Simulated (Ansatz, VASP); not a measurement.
# Al2BN3: VASP beside Ansatz

The input INCAR:

```
SYSTEM = Al2BN3
PREC = Accurate ; ENCUT = 520
EDIFF = 1E-6 ; ISMEAR = 0
SIGMA = 0.1 ; LREAL = .False.
LASPH = .True. ; NELM = 80
ALGO = Normal ; ISIF = 2
LWAVE = .False. ; LCHARG = .False.
GGA = PE ; NBANDS = 36
```

KPOINTS

```
Automatic mesh
0
Gamma
  6 6 1
  0 0 0
```

POSCAR

```
Al2BN3
1.0
    2.6325030900      0.0000000000      0.0000000000
   -1.3162515500      2.2798145500      0.0000000000
    0.0000000000      0.0000000000     23.2644528600
Al B N
4 2 6
Direct
    0.6666666700      0.3333333300      0.0833333300
    0.6666666700      0.3333333300      0.4166666700
    0.3333333300      0.6666666700      0.9166666700
    0.3333333300      0.6666666700      0.5833333300
    0.6666666700      0.3333333300      0.7500000000
    0.3333333300      0.6666666700      0.2500000000
    0.0000000000      0.0000000000      0.0833333300
    0.0000000000      0.0000000000      0.4166666700
    0.0000000000      0.0000000000      0.7500000000
    0.0000000000      0.0000000000      0.9166666700
    0.0000000000      0.0000000000      0.2500000000
    0.0000000000      0.0000000000      0.5833333300
```

Input for Ansatz:

```yaml
crystal:
  lattice:
    - [2.63250309, 0.0, 0.0]
    - [-1.31625155, 2.27981455, 0.0]
    - [0.0, 0.0, 23.26445286]
  atoms:
    - { symbol: Al, position: [0.66666667, 0.33333333, 0.08333333] }
    - { symbol: Al, position: [0.66666667, 0.33333333, 0.41666667] }
    - { symbol: Al, position: [0.33333333, 0.66666667, 0.91666667] }
    - { symbol: Al, position: [0.33333333, 0.66666667, 0.58333333] }
    - { symbol: B, position: [0.66666667, 0.33333333, 0.75] }
    - { symbol: B, position: [0.33333333, 0.66666667, 0.25] }
    - { symbol: "N", position: [0.0, 0.0, 0.08333333] }
    - { symbol: "N", position: [0.0, 0.0, 0.41666667] }
    - { symbol: "N", position: [0.0, 0.0, 0.75] }
    - { symbol: "N", position: [0.0, 0.0, 0.91666667] }
    - { symbol: "N", position: [0.0, 0.0, 0.25] }
    - { symbol: "N", position: [0.0, 0.0, 0.58333333] }
basis:
  ecutwfc: 420
kpoints:
  mp_grid: { grid: [6, 6, 1] }
hamiltonian:
  xc: pbe
scf:
  occupations: { method: gaussian, width: 0.1 }
  lower_state_search: "off"
output:
  forces: true
  stress: true
  eigenvalues: true
```

Alike in both runs: task single point; functional PBE; k mesh 6 × 6 × 1; occupations gaussian, width 0.1 eV; no spin polarisation.

|  | VASP | Ansatz |
| --- | --- | --- |
| version | VASP 6.6.1 | Ansatz 0.2.0 |
| potentials or method | VASP PAW PBE potentials, release 64 (Al, B, N), cutoff 520 eV | scalar-relativistic, plane waves, PAW |
| valence electrons in the cell | 48 | 48 |

VASP gave:

| Property | Result |
| --- | --- |
| gap on the k mesh at the Fermi level (eV) | 2.96 |
| least direct gap on the mesh (eV) | 2.96 |
| rms of the force components (eV/Å) | 0.013 |

Task: Which values does Ansatz return?

Result: gap on the k mesh at the Fermi level (eV): 3.01; least direct gap on the mesh (eV): 3.01; rms of the force components (eV/Å): 0.013.

Atom by atom the forces differ by 0.000 eV/Å (rms over components). The functional is the same, so the differences come from potentials, cutoffs and numerics.

The k mesh is coarse, so the values compare programs but aren't converged.
